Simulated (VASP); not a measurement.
Input of a VASP 6.6.1 run:

The input INCAR:

```
  PREC = Accurate
  ENCUT = 520
  EDIFF = 1E-6
  ISMEAR = 0
  SIGMA = 0.15
  LREAL = False
  LASPH = True
  NELM = 80
  ALGO = Normal
  ISIF = 2
  LWAVE = False
  LCHARG = False
  GGA = PS
  NBANDS = 15
```

Contents of KPOINTS:

```
regular mesh
0
Gamma
  20 20 20
```

The input POSCAR:

```
TaN
1.0
   -0.1780752131      2.1588698407      2.1588698407
    2.1588698407     -0.1780752131      2.1588698407
    2.1588698407      2.1588698407     -0.1780752131
Ta N
1 1
Direct
    0.5000000000      0.5000000000      0.5000000000
    0.0000000000      0.0000000000      0.0000000000
```

Potentials or basis: VASP PAW PBE potentials, release 64 (Ta_pv, N).

Run with:

```console
$ cat potpaw_PBE.64/Ta_pv/POTCAR potpaw_PBE.64/N/POTCAR > POTCAR
$ mpirun -np 1 vasp_std > vasp.out
```

(1) Predict the band gap on the k mesh.

(2) What does it give for the pressure?

## Answers

(1) zero (bands 8 and 9 overlap by 4.86 eV).

(2) -21.7 GPa.

Caveat: the cell stands under tension; the PAW data sets were made with another functional, which shifts forces and pressure a little; spin-orbit coupling is left out, which moves the levels of the heavy elements.
